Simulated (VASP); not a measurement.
# FeS2 (Pnnm) in VASP: notebook

FeS2 is run at these levels: PBE; tasks: relaxation of shape and atoms at fixed volume.

Program: VASP 6.6.1. These are calculated values, not measurements. Logs are shortened: lines on timing, memory, paths and dates and some standing lists are left out, and cuts for length are marked.

**1. The cell of the first run**

Symmetry: Pnnm, No. 58, orthorhombic system. Conventional cell: a = 4.483 Å, b = 5.463 Å, c = 3.423 Å, α = 90.00°, β = 90.00°, γ = 90.00°. Fe (site symmetry 2/m) has 6 S at 2.25 to 2.26 Å within 3.0 Å. S (site symmetry m) has 3 Fe at 2.25 to 2.26 Å and 2 S at 2.30 to 2.97 Å within 3.0 Å.

**2. Relaxation of shape and atoms at fixed volume, PBE (13.97 Å³/atom)**

File INCAR:

```
SYSTEM = FeS2
ALGO     = Normal         ! electronic algorithm
EDIFF    = 1E-7           ! SCF threshold, eV
EDIFFG   = -0.01          ! ionic threshold
ENCUT    = 600            ! plane-wave cutoff, eV
GGA      = PE             ! functional
GGA_COMPAT= .False.      
IBRION   = 2              ! ionic algorithm
ISIF     = 4              ! what is computed and relaxed
ISMEAR   = 0              ! smearing method
LASPH    = .True.         ! aspherical terms in the spheres
LCHARG   = .False.        ! write CHGCAR
LREAL    = .False.        ! projectors in reciprocal space
LWAVE    = .False.        ! write WAVECAR
NELM     = 120            ! most SCF steps
NELMIN   = 4            
NSW      = 50             ! ionic steps
PREC     = Accurate       ! precision mode
SIGMA    = 0.02           ! smearing width, eV
```

File KPOINTS:

```
k-points
0
Gamma
  6 6 8
  0 0 0
```

File POSCAR:

```
FeS2
1.0
    4.4828738406      0.0000000000      0.0000000000
    0.0000000000      5.4633490818      0.0000000000
    0.0000000000      0.0000000000      3.4229047122
Fe S
2 4
Direct
    0.0000000000      0.0000000000      0.0000000000
    0.5000000000      0.5000000000      0.5000000000
    0.2062736458      0.3751842722      0.0000000000
    0.2937263542      0.8751842722      0.5000000000
    0.7937263542      0.6248157278      0.0000000000
    0.7062736458      0.1248157278      0.5000000000
```

Potentials or basis: VASP PAW PBE potentials, release 64 (Fe, S).

Command:

```
cat potpaw_PBE.64/Fe/POTCAR potpaw_PBE.64/S/POTCAR > POTCAR
mpirun -np 1 vasp_std > vasp.out
```

OUTCAR:

```text
SYSTEM = FeS2
   EDIFF = 1E-7
   EDIFFG = -0.01
   ENCUT = 600
   GGA = PE
   IBRION = 2
   ISIF = 4
   ISMEAR = 0
   LASPH = .True.
   LREAL = .False.
   NELM = 120
   NELMIN = 4
   NSW = 50
   PREC = Accurate

 ion  position               nearest neighbor table
   1  0.000  0.000  0.000-   3 2.25   5 2.25   4 2.26   6 2.26   4 2.26   6 2.26
   2  0.500  0.500  0.500-   4 2.25   6 2.25   5 2.26   3 2.26   3 2.26   5 2.26
   3  0.206  0.375  0.000-   1 2.25   2 2.26   2 2.26   5 2.30
   4  0.294  0.875  0.500-   2 2.25   1 2.26   1 2.26   6 2.30
   5  0.794  0.625  0.000-   1 2.25   2 2.26   2 2.26   3 2.30
   6  0.706  0.125  0.500-   2 2.25   1 2.26   1 2.26   4 2.30

  LATTYP: Found a simple orthorhombic cell.
 ALAT       =     3.4229047122
 B/A-ratio  =     1.3096694818
 C/A-ratio  =     1.5961148618

  Lattice vectors:

 A1 = (   0.0000000000,   0.0000000000,   3.4229047122)
 A2 = (   4.4828738406,   0.0000000000,   0.0000000000)
 A3 = (   0.0000000000,   5.4633490818,   0.0000000000)

Analysis of symmetry for initial positions (statically):
=====================================================================
 Subroutine PRICEL returns:
 Original cell was already a primitive cell.

 Routine SETGRP: Setting up the symmetry group for a
 simple orthorhombic supercell.

 Subroutine GETGRP returns: Found  8 space group operations
 (whereof  4 operations were pure point group operations)
 out of a pool of  8 trial point group operations.

The static configuration has the point symmetry C_2h.
 The point group associated with its full space group is D_2h.

Analysis of symmetry for dynamics (positions and initial velocities):
=====================================================================
 Subroutine PRICEL returns:
 Original cell was already a primitive cell.

 Routine SETGRP: Setting up the symmetry group for a
 simple orthorhombic supercell.

 Subroutine GETGRP returns: Found  8 space group operations
 (whereof  4 operations were pure point group operations)
 out of a pool of  8 trial point group operations.

The dynamic configuration has the point symmetry C_2h.
 The point group associated with its full space group is D_2h.

 Subroutine INISYM returns: Found  8 space group operations
 (whereof  4 operations are pure point group operations),
 and found     1 'primitive' translations

[... 104 lines left out ...]
   EDIFFG = -.1E-01   stopping-criterion for IOM
   NSW    =     50    number of steps for IOM
   IBRION =      2    ionic relax: 0-MD 1-quasi-New 2-CG
   NFREE  =      1    steps in history (QN), initial steepest desc. (CG)
   ISIF   =      4    stress and relaxation
   ISYM   =      2    0-nonsym 1-usesym 2-fastsym
   POTIM  = 0.5000    time-step for ionic-motion
   TEBEG  =    0.0;   TEEND  =   0.0 temperature during run
   PSTRESS=    0.0 pullay stress
   NELECT =      40.0000    total number of electrons
   NUPDOWN=      -1.0000    fix difference up-down
   EMIN   =  10.00;   EMAX   =-10.00  energy-range for DOS
   EFERMI =   0.00;   METHOD = LEGACY
   ISMEAR =     0;   SIGMA  =   0.02  broadening in eV -4-tet -1-fermi 0-gaus
   EFERMI_NEDOS =   21; number of points for ismear=-14 and -15
   IALGO  =     38    algorithm
   IMIX   =      4    mixing-type and parameters
     AMIX     =   0.40;   BMIX     =  1.00
     AMIX_MAG =   1.60;   BMIX_MAG =  1.00
  volume/ion in A,a.u.               =      13.97        94.29
  Fermi-wavevector in a.u.,A,eV,Ry     =   1.279258  2.417447 22.265941  1.636500
  Thomas-Fermi vector in A             =   2.411754
   LORBIT       =      0    0 simple, 1 ext, 2 COOP (PROOUT), +10 PAW based schemes
   GGA     = PE    functional components
   LHFCALC =     F    Hartree Fock is set to
   AEXX    =    0.0000 exact exchange contribution
   IVDW    =     0    specifies the selected vdW correction
   LEPSILON=     F    determine dielectric tensor
   LRPA    =     F    only Hartree local field effects (RPA)
 conjugate gradient relaxation of ions
 non-spin polarized calculation
 Gauss-broadening in eV      SIGMA  =   0.02
  energy-cutoff  :      600.00
  volume of cell :       83.83
 maximum number of plane-waves:      2836
 NGX is ok and might be reduce to    36
   NGX = 17   NGY = 21   NGZ = 13

--------------------------------------- Ionic step        1  -------------------------------------------

 number of electron      40.0000009 magnetization

 Free energy of the ion-electron system (eV)
  ---------------------------------------------------
  ext. energy  EPLUGINS =         0.00000000
  ---------------------------------------------------
  free energy    TOTEN  =       -36.07499840 eV

  energy without entropy =      -36.07499840  energy(sigma->0) =      -36.07499840

------------------------ aborting loop because EDIFF is reached ----------------------------------------

  FORCE on cell =-STRESS in cart. coord.  units (eV):
  Direction    XX          YY          ZZ          XY          YZ          ZX
  --------------------------------------------------------------------------------------
  -------------------------------------------------------------------------------------
  Total       -2.0749342     -2.1989391     -2.1115344      0.0000000      0.0000000      0.0000000
  in kB      -39.6556102    -42.0255605    -40.3551035      0.0000000      0.0000000      0.0000000
  external PRESSURE =     -40.6787580 kB  Pullay stress =       0.0000000 kB
[... 107 lines left out ...]
--------------------------------------- Ionic step        4  -------------------------------------------

 number of electron      40.0000009 magnetization

 Free energy of the ion-electron system (eV)
  ---------------------------------------------------
  ext. energy  EPLUGINS =         0.00000000
  ---------------------------------------------------
  free energy    TOTEN  =       -36.07525657 eV

  energy without entropy =      -36.07525657  energy(sigma->0) =      -36.07525657

 E-fermi :   7.4487     XC(G=0): -11.5659

 val. band max:        7.3184886001   @ k =   0.1667   0.0000   0.2500
 cond. band min:       8.1181832275   @ k =   0.0000   0.5000   0.5000
 fundamental gap:      0.7996946274
 Fermi energy:         7.4486791849

 k-point     1 :       0.0000    0.0000    0.0000
  band No.  band energies     occupation
      1      -9.0887      2.00000
      2      -6.8010      2.00000
      3      -5.0748      2.00000
      4      -4.4115      2.00000
      5      -0.0505      2.00000
      6       1.4245      2.00000
[... 637 lines left out ...]
     23       9.3831      0.00000
     24       9.3831      0.00000

 [... further k-points ...]
[... 5 lines left out ...]
  --------------------------------------------------------------------------------------
  -------------------------------------------------------------------------------------
  Total       -2.1292168     -2.1399790     -2.1225287      0.0000000      0.0000000      0.0000000
  in kB      -40.6930444    -40.8987286    -40.5652231      0.0000000      0.0000000      0.0000000
  external PRESSURE =     -40.7189987 kB  Pullay stress =       0.0000000 kB
[... 21 lines left out ...]
  FREE ENERGIE OF THE ION-ELECTRON SYSTEM (eV)
  ---------------------------------------------------
  free  energy   TOTEN  =       -36.0752565656 eV

  energy  without entropy=      -36.0752565656  energy(sigma->0) =      -36.07525657

 reached required accuracy - stopping structural energy minimisation
```

OSZICAR:

```text
N       E                     dE             d eps       ncg     rms          rms(c)
DAV:   1     0.361294444151E+03    0.36129E+03   -0.19887E+04  3840   0.193E+03
[... 36 lines left out ...]
DAV:   1    -0.360752512202E+02   -0.25640E-04   -0.55599E-03  3888   0.444E-01    0.609E-02
DAV:   2    -0.360752733582E+02   -0.22138E-04   -0.57279E-04  6320   0.219E-01    0.292E-02
DAV:   3    -0.360752649422E+02    0.84161E-05   -0.56468E-05  6544   0.878E-02    0.245E-02
DAV:   4    -0.360752603770E+02    0.45652E-05   -0.61492E-05  6064   0.102E-01    0.163E-02
DAV:   5    -0.360752565871E+02    0.37899E-05   -0.14905E-05  6264   0.461E-02    0.307E-03
DAV:   6    -0.360752566131E+02   -0.25965E-07   -0.12099E-06  5088   0.817E-03    0.236E-03
DAV:   7    -0.360752565656E+02    0.47486E-07   -0.49595E-08  2672   0.267E-03
   4 F= -.36075257E+02 E0= -.36075257E+02  d E =-.309971E-04
```

CONTCAR:

```text
FeS2
   1.00000000000000
     4.4847851834534413   -0.0000000000000000    0.0000000000000000
     0.0000000000000000    5.4610825855343332    0.0000000000000000
     0.0000000000000000    0.0000000000000000    3.4228659177676990
  Fe              S
     2     4
Direct
     0.0000000000000000    0.0000000000000000    0.0000000000000000
     0.5000000000000000    0.5000000000000000    0.5000000000000000
     0.2060561983601586    0.3757661174304447    1.0000000000000000
     0.2939438016398415    0.8757661174304447    0.5000000000000000
     0.7939438016398415    0.6242338825695553    0.0000000000000000
     0.7060561983601585    0.1242338825695552    0.5000000000000000

  0.00000000E+00  0.00000000E+00  0.00000000E+00
  0.00000000E+00  0.00000000E+00  0.00000000E+00
  0.00000000E+00  0.00000000E+00  0.00000000E+00
  0.00000000E+00  0.00000000E+00  0.00000000E+00
  0.00000000E+00  0.00000000E+00  0.00000000E+00
  0.00000000E+00  0.00000000E+00  0.00000000E+00
```

It took 5 min on 1 thread of AMD EPYC 9R45 (Zen 5), shared host; peak memory 0.3 GiB.

Results:

| Item | Value |
| --- | --- |
| Free energy | -36.0753 eV |
| Energy gained by relaxing | 0.0 meV/atom |
| Ionic steps | 4 |
| Pressure after relaxing | -4.1 GPa |
| Largest force after relaxing | 0.005 eV/Å |
| Band gap on the k mesh | 0.80 eV (least direct gap 1.10 eV) |

Forces on the atoms (eV/Å):
```
Fe   0.000  0.000  0.000
Fe   0.000  0.000  0.000
S   -0.005 -0.002  0.000
S    0.005 -0.002  0.000
S    0.005  0.002  0.000
S   -0.005  0.002  0.000
```

Step by step:
| step | energy change (eV) | largest force (eV/Å) | pressure (GPa) | volume (Å³) |
| --- | --- | --- | --- | --- |
| 1 | 0.0000 | 0.0358 | -4.07 | 83.83 |
| 2 | -0.0002 | 0.0168 | -4.06 | 83.83 |
| 3 | -0.0002 | 0.0089 | -4.06 | 83.83 |
| 4 | -0.0003 | 0.0055 | -4.07 | 83.83 |

Final structure:
```cif
data_structure
_symmetry_space_group_name_H-M 'P 1'
_symmetry_Int_Tables_number 1
_cell_length_a 4.4848
_cell_length_b 5.4611
_cell_length_c 3.4229
_cell_angle_alpha 90.000
_cell_angle_beta 90.000
_cell_angle_gamma 90.000
_cell_volume 83.83
loop_
_atom_site_label
_atom_site_type_symbol
_atom_site_fract_x
_atom_site_fract_y
_atom_site_fract_z
_atom_site_occupancy
Fe1 Fe 0.00000 0.00000 0.00000 1
Fe2 Fe 0.50000 0.50000 0.50000 1
S1 S 0.20606 0.37577 0.00000 1
S2 S 0.29394 0.87577 0.50000 1
S3 S 0.79394 0.62423 0.00000 1
S4 S 0.70606 0.12423 0.50000 1
```

A k mesh can miss the band edges. Spin polarisation is off, so any magnetic state and its effect on volume and gap are missing.

**3. Relaxation of shape and atoms at fixed volume, PBE (14.38 Å³/atom)**

This run uses another cell than the first one, of 14.38 Å³/atom.

File INCAR:

```
PREC = Accurate ; ENCUT = 600
EDIFF = 1E-7 ; ISMEAR = 0
SIGMA = 0.02 ; LREAL = F
LASPH = T ; NELM = 120
ALGO = Normal ; ISIF = 4
LWAVE = F ; LCHARG = F
GGA = PE ; IBRION = 2
NSW = 50 ; EDIFFG = -0.01
GGA_COMPAT = F ; NELMIN = 4
```

File KPOINTS:

```
Automatic mesh
0
Gamma
  6 6 8
```

File POSCAR:

```
FeS2
1.0
    4.5304620148      0.0000000000      0.0000000000
    0.0000000000      5.5125268574      0.0000000000
    0.0000000000      0.0000000000      3.4545040457
Fe S
2 4
Direct
    0.0000000000      0.0000000000      0.0000000000
    0.5000000000      0.5000000000      0.5000000000
    0.2070328413      0.3751307683      0.0000000000
    0.2929671587      0.8751307683      0.5000000000
    0.7929671587      0.6248692317      0.0000000000
    0.7070328413      0.1248692317      0.5000000000
```

Potentials or basis: VASP PAW PBE potentials, release 64 (Fe, S).

Command:

```
cat potpaw_PBE.64/Fe/POTCAR potpaw_PBE.64/S/POTCAR > POTCAR
mpirun -np 1 vasp_std > vasp.out
```

OUTCAR:

```text
PREC = Accurate
   ENCUT = 600
   EDIFF = 1E-7
   ISMEAR = 0
   LREAL = F
   LASPH = T
   NELM = 120
   ISIF = 4
   GGA = PE
   IBRION = 2
   NSW = 50
   EDIFFG = -0.01
   NELMIN = 4

 ion  position               nearest neighbor table
   1  0.000  0.000  0.000-   3 2.27   5 2.27   4 2.28   6 2.28   4 2.28   6 2.28
   2  0.500  0.500  0.500-   4 2.27   6 2.27   5 2.28   3 2.28   3 2.28   5 2.28
   3  0.207  0.375  0.000-   1 2.27   2 2.28   2 2.28   5 2.33
   4  0.293  0.875  0.500-   2 2.27   1 2.28   1 2.28   6 2.33
   5  0.793  0.625  0.000-   1 2.27   2 2.28   2 2.28   3 2.33
   6  0.707  0.125  0.500-   2 2.27   1 2.28   1 2.28   4 2.33

  LATTYP: Found a simple orthorhombic cell.
 ALAT       =     3.4545040457
 B/A-ratio  =     1.3114652508
 C/A-ratio  =     1.5957505866
[... 276 lines left out ...]
  ext. energy  EPLUGINS =         0.00000000
  ---------------------------------------------------
  free energy    TOTEN  =       -35.98621273 eV

  energy without entropy =      -35.98621273  energy(sigma->0) =      -35.98621273

 E-fermi :   7.0305     XC(G=0): -11.4206

 val. band max:        6.9445845429   @ k =   0.1667   0.0000   0.2500
 cond. band min:       7.6710895865   @ k =   0.0000   0.5000   0.5000
 fundamental gap:      0.7265050436
 Fermi energy:         7.0304584762

 k-point     1 :       0.0000    0.0000    0.0000
  band No.  band energies     occupation
      1      -9.2019      2.00000
      2      -6.9924      2.00000
      3      -5.3644      2.00000
      4      -4.7618      2.00000
      5      -0.2226      2.00000
      6       1.1935      2.00000
[... 637 lines left out ...]
     23       8.9061      0.00000
     24       8.9061      0.00000

 [... further k-points ...]

------------------------ aborting loop because EDIFF is reached ----------------------------------------

  FORCE on cell =-STRESS in cart. coord.  units (eV):
  Direction    XX          YY          ZZ          XY          YZ          ZX
  --------------------------------------------------------------------------------------
  -------------------------------------------------------------------------------------
  Total       -4.0979086     -4.0160636     -4.0806311      0.0000000      0.0000000      0.0000000
  in kB      -76.1016250    -74.5816947    -75.7807668      0.0000000      0.0000000      0.0000000
  external PRESSURE =     -75.4880289 kB  Pullay stress =       0.0000000 kB
[... 21 lines left out ...]
  FREE ENERGIE OF THE ION-ELECTRON SYSTEM (eV)
  ---------------------------------------------------
  free  energy   TOTEN  =       -35.9862127342 eV

  energy  without entropy=      -35.9862127342  energy(sigma->0) =      -35.98621273

 reached required accuracy - stopping structural energy minimisation
```

Wall time 6.1 min (1 thread of Intel Xeon Platinum 8375C at 2.90GHz (Ice Lake), shared host); peak memory 0.32 GiB.

What came out:

| Property | Result |
| --- | --- |
| Free energy | -35.9862 eV |
| Energy gained by relaxing | 0.0 meV/atom |
| Ionic steps | 3 |
| Pressure after relaxing | -7.5 GPa |
| Largest force after relaxing | 0.007 eV/Å |
| Band gap on the k mesh | 0.73 eV (least direct gap 1.01 eV) |

Forces in eV/Å, atoms in the order of the input:
```
Fe   0.000  0.000  0.000
Fe   0.000  0.000  0.000
S   -0.006  0.005  0.000
S    0.006  0.005  0.000
S    0.006 -0.005  0.000
S   -0.006 -0.005  0.000
```

Stress tensor (GPa, compression positive):
```
-7.61  0.00  0.00
 0.00 -7.46  0.00
 0.00  0.00 -7.58
```

Step by step:
| step | energy change (eV) | largest force (eV/Å) | pressure (GPa) | volume (Å³) |
| --- | --- | --- | --- | --- |
| 1 | 0.0000 | 0.0314 | -7.56 | 86.27 |
| 2 | -0.0002 | 0.0148 | -7.55 | 86.27 |
| 3 | -0.0002 | 0.0073 | -7.55 | 86.27 |

Final structure:
```
Fe S
1.0
     4.53306    0.00000    0.00000
     0.00000    5.50871    0.00000
     0.00000    0.00000    3.45491
Fe S
2 4
Cartesian
  0.0000 0.0000 0.0000
  2.2665 2.7544 1.7275
  0.9384 2.0688 0.0000
  1.3281 4.8232 1.7275
  3.5946 3.4399 0.0000
  3.2050 0.6855 1.7275
```
